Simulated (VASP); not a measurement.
Here is a VASP 6.6.1 calculation.

The input INCAR:

```
SYSTEM = MnO
PREC = Accurate ; ENCUT = 520
EDIFF = 1E-7 ; ISMEAR = -1
SIGMA = 0.05 ; LREAL = .False.
LASPH = .True. ; NELM = 150
ALGO = Normal ; ISIF = 2
LWAVE = .False. ; LCHARG = .False.
ISPIN = 2 ; MAGMOM = 4 0
LORBIT = 11 ; LMAXMIX = 4
GGA = CA ; NBANDS = 20
```

KPOINTS

```
regular mesh
0
Gamma
  9 9 9
  0 0 0
```

File POSCAR:

```
MnO
1.0
    2.9311359788     -1.6937760844      0.0000000000
    2.9311359788      1.6937760844      0.0000000000
   -1.9578061576      0.0000000000      2.7723274387
Mn O
1 1
Direct
    0.5001990000      0.5001990000      0.5006650000
    0.7498025000      0.7498025000      0.2493360000
```

Potentials or basis: VASP PAW LDA potentials, release 64 (Mn_pv, O).

Launch:

```console
$ cat potpaw_LDA.64/Mn_pv/POTCAR potpaw_LDA.64/O/POTCAR > POTCAR
$ mpirun -np 1 vasp_std > vasp.out
```

Task: Predict the site moments.

Result: Mn +4.26; O +0.19 μB.

Task: Predict the net moment.

Result: 4.80 μB per cell.

Forces in eV/Å, atoms in the order of the input:
```
Mn   0.001  0.000 -0.003
O   -0.001  0.000  0.003
```

Caveat: the cell stands under tension; a cell with one magnetic atom can't hold antiferromagnetic order, which such compounds often take.
